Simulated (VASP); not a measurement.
# InSe (P6_3/mmc) in VASP: a series of runs, part 2 of 2

VASP 6.6.1.

## 3. Single point, PBE

This run uses another cell than the first one, of 30.06 Å³/atom, 1.042 times its volume.

INCAR

```
SYSTEM = InSe
  ALGO = Normal
  EDIFF = 1E-6
  ENCUT = 520
  GGA = PE
  ISIF = 2
  ISMEAR = -1
  LASPH = .True.
  LCHARG = .False.
  LREAL = .False.
  LWAVE = .False.
  NBANDS = 48
  NELM = 80
  PREC = Accurate
  SIGMA = 0.05
```

KPOINTS

```
k-points
0
Gamma
  13 13 3
  0 0 0
```

POSCAR

```
InSe
1.0
    4.0499987506      0.0000000000      0.0000000000
   -2.0249993753      3.5074018033      0.0000000000
    0.0000000000      0.0000000000     16.9300000000
In Se
4 4
Direct
    0.3333333333      0.6666666667      0.1672880857
    0.6666666667      0.3333333333      0.6672880857
    0.3333333333      0.6666666667      0.3327119143
    0.6666666667      0.3333333333      0.8327119143
    0.3333333333      0.6666666667      0.5917978027
    0.6666666667      0.3333333333      0.0917978027
    0.3333333333      0.6666666667      0.9082021973
    0.6666666667      0.3333333333      0.4082021973
```

Potentials or basis: VASP PAW PBE potentials, release 64 (In_d, Se).

The run is started by

```sh
cat potpaw_PBE.64/In_d/POTCAR potpaw_PBE.64/Se/POTCAR > POTCAR
mpirun -np 1 vasp_std > vasp.out
```

OUTCAR:

```text
SYSTEM = InSe
   EDIFF = 1E-6
   ENCUT = 520
   GGA = PE
   ISIF = 2
   ISMEAR = -1
   LASPH = .True.
   LREAL = .False.
   NELM = 80
   PREC = Accurate

 ion  position               nearest neighbor table
   1  0.333  0.667  0.167-   6 2.66   6 2.66   6 2.66   3 2.80
   2  0.667  0.333  0.667-   5 2.66   5 2.66   5 2.66   4 2.80
   3  0.333  0.667  0.333-   8 2.66   8 2.66   8 2.66   1 2.80
   4  0.667  0.333  0.833-   7 2.66   7 2.66   7 2.66   2 2.80
   5  0.333  0.667  0.592-   2 2.66   2 2.66   2 2.66
   6  0.667  0.333  0.092-   1 2.66   1 2.66   1 2.66
   7  0.333  0.667  0.908-   4 2.66   4 2.66   4 2.66
   8  0.667  0.333  0.408-   3 2.66   3 2.66   3 2.66

  LATTYP: Found a hexagonal cell.
 ALAT       =     4.0499987506
 C/A-ratio  =     4.1802482032

  Lattice vectors:

 A1 = (   4.0499987506,   0.0000000000,   0.0000000000)
 A2 = (  -2.0249993753,   3.5074018033,   0.0000000000)
 A3 = (   0.0000000000,   0.0000000000,  16.9300000000)

Analysis of symmetry for initial positions (statically):
=====================================================================
 Subroutine PRICEL returns:
 Original cell was already a primitive cell.

 Routine SETGRP: Setting up the symmetry group for a
 hexagonal supercell.

 Subroutine GETGRP returns: Found 24 space group operations
 (whereof 12 operations were pure point group operations)
 out of a pool of 24 trial point group operations.

The static configuration has the point symmetry D_3d.
 The point group associated with its full space group is D_6h.

Analysis of symmetry for dynamics (positions and initial velocities):
=====================================================================
 Subroutine PRICEL returns:
 Original cell was already a primitive cell.

 Routine SETGRP: Setting up the symmetry group for a
 hexagonal supercell.

 Subroutine GETGRP returns: Found 24 space group operations
 (whereof 12 operations were pure point group operations)
[... 134 lines left out ...]
     AMIX     =   0.40;   BMIX     =  1.00
     AMIX_MAG =   1.60;   BMIX_MAG =  1.00
  volume/ion in A,a.u.               =      30.06       202.86
  Fermi-wavevector in a.u.,A,eV,Ry     =   1.115099  2.107232 16.918118  1.243447
  Thomas-Fermi vector in A             =   2.251701
   LORBIT       =      0    0 simple, 1 ext, 2 COOP (PROOUT), +10 PAW based schemes
   GGA     = PE    functional components
   LHFCALC =     F    Hartree Fock is set to
   AEXX    =    0.0000 exact exchange contribution
   IVDW    =     0    specifies the selected vdW correction
   LEPSILON=     F    determine dielectric tensor
   LRPA    =     F    only Hartree local field effects (RPA)
 non-spin polarized calculation
  energy-cutoff  :      520.00
  volume of cell :      240.49
 maximum number of plane-waves:      6529
 NGX is ok and might be reduce to    30
   NGX = 15   NGY = 15   NGZ = 63

 number of electron      76.0000017 magnetization

 Free energy of the ion-electron system (eV)
  ---------------------------------------------------
  ext. energy  EPLUGINS =         0.00000000
  ---------------------------------------------------
  free energy    TOTEN  =       -28.36657516 eV

  energy without entropy =      -28.36644759  energy(sigma->0) =      -28.36651138

 E-fermi :   4.0349     XC(G=0):  -8.7765

 val. band max:        3.8272088458   @ k =   0.0000   0.0000   0.0000
 cond. band min:       4.1673672239   @ k =   0.0000   0.0000   0.0000
 fundamental gap:      0.3401583781
 Fermi energy:         4.0349451536

 k-point     1 :       0.0000    0.0000    0.0000
  band No.  band energies     occupation
      1     -10.9336      2.00000
      2     -10.9330      2.00000
      3     -10.7514      2.00000
      4     -10.7514      2.00000
      5     -10.7510      2.00000
      6     -10.7510      2.00000
[... 1213 lines left out ...]
     47       8.4250      0.00000
     48       8.6574      0.00000

 [... further k-points ...]
[... 5 lines left out ...]
  --------------------------------------------------------------------------------------
  -------------------------------------------------------------------------------------
  Total        1.9342015      1.9342015      2.1764869      0.0000000     -0.0000000      0.0000000
  in kB       12.8859050     12.8859050     14.5000423      0.0000000     -0.0000000      0.0000000
  external PRESSURE =      13.4239508 kB  Pullay stress =       0.0000000 kB

 VOLUME and BASIS-vectors are now :
 -----------------------------------------------------------------------------
  energy-cutoff  :      520.00
  volume of cell :      240.49
      direct lattice vectors                 reciprocal lattice vectors
     4.049998751  0.000000000  0.000000000     0.246913656  0.142555666  0.000000000
    -2.024999375  3.507401803  0.000000000     0.000000000  0.285111332  0.000000000
     0.000000000  0.000000000 16.930000000     0.000000000  0.000000000  0.059066745

 POSITION                                       TOTAL-FORCE (eV/Angst)
 -----------------------------------------------------------------------------------
     -0.00000      2.33827      2.83219        -0.000000      0.000000      0.015810
      2.02500      1.16913     11.29719         0.000000     -0.000000      0.015810
     -0.00000      2.33827      5.63281        -0.000000      0.000000     -0.015810
      2.02500      1.16913     14.09781         0.000000     -0.000000     -0.015810
     -0.00000      2.33827     10.01914        -0.000000      0.000000     -0.020729
      2.02500      1.16913      1.55414         0.000000     -0.000000     -0.020729
     -0.00000      2.33827     15.37586        -0.000000      0.000000      0.020729
      2.02500      1.16913      6.91086         0.000000     -0.000000      0.020729
 -----------------------------------------------------------------------------------
    total drift:                               -0.000000      0.000000     -0.000000

  FREE ENERGIE OF THE ION-ELECTRON SYSTEM (eV)
  ---------------------------------------------------
  free  energy   TOTEN  =       -28.3665751603 eV

  energy  without entropy=      -28.3664475908  energy(sigma->0) =      -28.36651138
```

OSZICAR:

```text
N       E                     dE             d eps       ncg     rms          rms(c)
DAV:   1     0.780115040162E+03    0.78012E+03   -0.33916E+04  4032   0.174E+03
DAV:   2     0.903616760959E+02   -0.68975E+03   -0.66880E+03  4040   0.464E+02
DAV:   3    -0.215887816580E+02   -0.11195E+03   -0.10832E+03  4880   0.193E+02
DAV:   4    -0.289924564700E+02   -0.74037E+01   -0.73461E+01  4864   0.489E+01
DAV:   5    -0.292659823089E+02   -0.27353E+00   -0.27335E+00  4968   0.979E+00    0.101E+01
DAV:   6    -0.283806489485E+02    0.88533E+00   -0.13877E+00  5304   0.159E+01    0.578E+00
DAV:   7    -0.283699225220E+02    0.10726E-01   -0.99380E-01  5656   0.529E+00    0.147E+00
DAV:   8    -0.283630551048E+02    0.68674E-02   -0.97956E-02  5832   0.305E+00    0.110E+00
DAV:   9    -0.283656654735E+02   -0.26104E-02   -0.18665E-02  4560   0.557E-01    0.473E-01
DAV:  10    -0.283661808270E+02   -0.51535E-03   -0.23153E-03  6320   0.405E-01    0.213E-01
DAV:  11    -0.283665611871E+02   -0.38036E-03   -0.10693E-03  4720   0.200E-01    0.569E-02
DAV:  12    -0.283665595416E+02    0.16456E-05   -0.82865E-05  6432   0.695E-02    0.335E-02
DAV:  13    -0.283665738246E+02   -0.14283E-04   -0.20968E-05  4344   0.206E-02    0.103E-02
DAV:  14    -0.283665748798E+02   -0.10552E-05   -0.35207E-06  3832   0.228E-02    0.165E-03
DAV:  15    -0.283665751603E+02   -0.28046E-06   -0.98767E-07  2936   0.513E-03
   1 F= -.28366575E+02 E0= -.28366511E+02  d E =-.127569E-03
```

Run time: 4.6 min. Hardware: 1 thread of Intel Xeon 6975P-C (Granite Rapids), shared host; peak memory 0.54 GiB.

What came out:

| Quantity | Value |
| --- | --- |
| Free energy | -28.3666 eV |
| Pressure | 1.3 GPa |
| Largest force | 0.021 eV/Å |
| Band gap on the k mesh | 0.34 eV, direct |

Forces in eV/Å, atoms in the order of the input:
```
In   0.000  0.000  0.016
In   0.000  0.000  0.016
In   0.000  0.000 -0.016
In   0.000  0.000 -0.016
Se   0.000  0.000 -0.021
Se   0.000  0.000 -0.021
Se   0.000  0.000  0.021
Se   0.000  0.000  0.021
```

Stress tensor (GPa, compression positive):
```
1.29 0.00 0.00
0.00 1.29 0.00
0.00 0.00 1.45
```

Caveat: spin-orbit coupling is left out, which moves the levels of the heavy elements; this functional lacks dispersion, which binds the layers, so the pressure and a relaxed spacing across them are unreliable.
